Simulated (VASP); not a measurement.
Wanted: the native input for a VASP 6.6.1 run.

```yaml
Task: single point
Functional: PBE
Potentials_or_basis: VASP PAW PBE potentials, release 64 (B, N)
Cutoff: 520 eV
k_mesh: 12 × 12 × 6
Occupations: gaussian, width 0.05 eV
Spin: no spin polarisation
Dipole_correction: no
Further_INCAR_settings: ALGO = Normal; EDIFF = 1e-06; NBANDS = 16
```

The structure of BN lies in POSCAR:

```
BN
1.0
    2.5545800962      0.0000000000      0.0095796754
   -1.2772900481      2.2123312593     -0.0047898377
    0.0158419295      0.0000000000      4.2245145363
B N
2 2
Direct
    0.6666666667      0.3333333333      0.9998058548
    0.3333333333      0.6666666667      0.4998058548
    0.6666666667      0.3333333333      0.6251941452
    0.3333333333      0.6666666667      0.1251941452
```

This cell differs from its parent crystal: strain +0.0075 x Voigt [0, 0, 0, 0, 1, 0].

One way to write it, as run:

INCAR

```
SYSTEM = BN
PREC = Accurate ; ENCUT = 520
EDIFF = 1E-6 ; ISMEAR = 0
SIGMA = 0.05 ; LREAL = .False.
LASPH = .True. ; NELM = 100
ALGO = Normal ; ISIF = 2
LWAVE = .False. ; LCHARG = .False.
GGA = PE ; NBANDS = 16
```

KPOINTS

```
Automatic mesh
0
Gamma
  12 12 6
  0 0 0
```

Potentials or basis: VASP PAW PBE potentials, release 64 (B, N).

The run is started by

```bash
$ cat potpaw_PBE.64/B/POTCAR potpaw_PBE.64/N/POTCAR > POTCAR
$ mpirun -np 1 vasp_std > vasp.out
```

Results of the run:

- Pressure: 0.2 GPa
- Largest force: 0.018 eV/Å
- Band gap on the k mesh: 5.21 eV, indirect (least direct gap 8.23 eV)

Caveat: the cell differs from its parent crystal (strain +0.0075 x Voigt [0, 0, 0, 0, 1, 0]).

It took 49 s on 1 thread of Intel(R) Xeon(R) Platinum 8375C CPU @ 2.90GHz (Ice Lake) (shared host), peak memory 0.19 GiB.
